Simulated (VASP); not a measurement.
C: single point with LDA

Slab: C, a slab with vacuum.

```
CELL_PARAMETERS angstrom
2.44460 0.00000 0.00000
-1.22230 2.11709 0.00000
0.00000 0.00000 24.10784
ATOMIC_POSITIONS crystal
C 0.00000 0.00000 0.56878
C 0.00000 0.00000 0.43122
C 0.33333 0.66667 0.43120
C 0.66667 0.33333 0.56880
```

* Program: VASP 6.6.1
* Task: single point
* Functional: LDA
* Potentials or basis: VASP PAW LDA potentials, release 64 (C)
* Cutoff: 520 eV
* k mesh: 18 × 18 × 2
* Occupations: gaussian, width 0.15 eV
* Spin: no spin polarisation

```json
{"Band gap on the k mesh": "zero (filled and empty bands touch)"}
```

Levels at points of the mesh, in eV from the Fermi level:
```csv
k point,band 6,band 7,band 8,band 9,band 10,band 11
"(0.00, 0.00, 0.00)",-3.00,-2.99,-2.99,3.46,3.98,4.55
"(0.50, 0.00, 0.00)",-6.44,-2.61,-2.22,1.48,1.88,7.61
"(0.00, 0.00, 0.50)",-3.00,-2.99,-2.99,3.46,3.97,4.62
"(0.50, 0.00, 0.50)",-6.44,-2.61,-2.22,1.48,1.88,7.61
```

Run time: 95 s on 1 thread of Intel(R) Xeon(R) 6975P-C (Granite Rapids) (shared host), peak memory 0.24 GiB.
